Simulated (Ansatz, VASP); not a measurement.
## Two plane-wave programs on As

INCAR

```
  ALGO = Normal
  DIPOL = 0.5 0.5 0.651
  EDIFF = 1E-6
  ENCUT = 400
  GGA = PE
  GGA_COMPAT = F
  IDIPOL = 3
  ISIF = 2
  ISMEAR = 0
  LASPH = T
  LCHARG = F
  LDIPOL = T
  LREAL = F
  LWAVE = F
  NBANDS = 12
  NELM = 120
  NELMDL = -8
  PREC = Accurate
  SIGMA = 0.04
```

The input KPOINTS:

```
k-points
0
Gamma
  12 12 1
```

The input POSCAR:

```
As
1.0
    3.6452793010      0.0000000000      0.0000000000
   -1.8226396505      3.1569044785      0.0000000000
    0.0000000000      0.0000000000     22.9000000000
As
2
Direct
    0.0000000000      0.0000000000      0.6209804483
    0.6666666667      0.3333333333      0.6812664243
```

Input for Ansatz:

```yaml
crystal:
  lattice:
    - [3.645279301, 0.0, 0.0]
    - [-1.8226396505, 3.1569044785, 0.0]
    - [0.0, 0.0, 22.9]
  atoms:
    - { symbol: As, position: [0.0, 0.0, 0.6209804483] }
    - { symbol: As, position: [0.6666666667, 0.3333333333, 0.6812664243] }
basis:
  ecutwfc: 420
kpoints:
  mp_grid: { grid: [12, 12, 1] }
hamiltonian:
  xc: pbe
  pseudopotentials: { kind: paw, azcp: { folder: soft_1 } }
scf:
  occupations: { method: gaussian, width: 0.04 }
  n_extra_bands: 6
  max_iter: 160
output:
  forces: true
  eigenvalues: true
  write_density: true
  write_potential: true
  elf: true
  volumetric_format: npy
efield:
  axis: 3
  dipole_correction: true
```

Alike in both runs: task single point; functional PBE; k mesh 12 × 12 × 1; occupations gaussian, width 0.04 eV; no spin polarisation.

```csv
,VASP,Ansatz
version,VASP 6.6.1,Ansatz 0.2.0
potentials or method,"VASP PAW PBE potentials, release 64 (As), cutoff 400 eV","scalar-relativistic, plane waves, PAW"
valence electrons in the cell,10,30
```

```tsv
	VASP	Ansatz	Ansatz less VASP
gap on the k mesh at the Fermi level (eV)	1.74	1.73	-0.003
least direct gap on the mesh (eV)	1.85	1.86	+0.013
rms of the force components (eV/Å)	0.046	0.001	-0.0453
```

Atom by atom the forces differ by 0.045 eV/Å (rms over components). With one functional, cell and mesh, what is left measures potentials, basis and numerics. VASP's potentials hold 10 valence electrons a cell and Ansatz's 30, so a difference there can come from the potentials and not from the codes. Ansatz's warnings: xc potential rough in thin density.
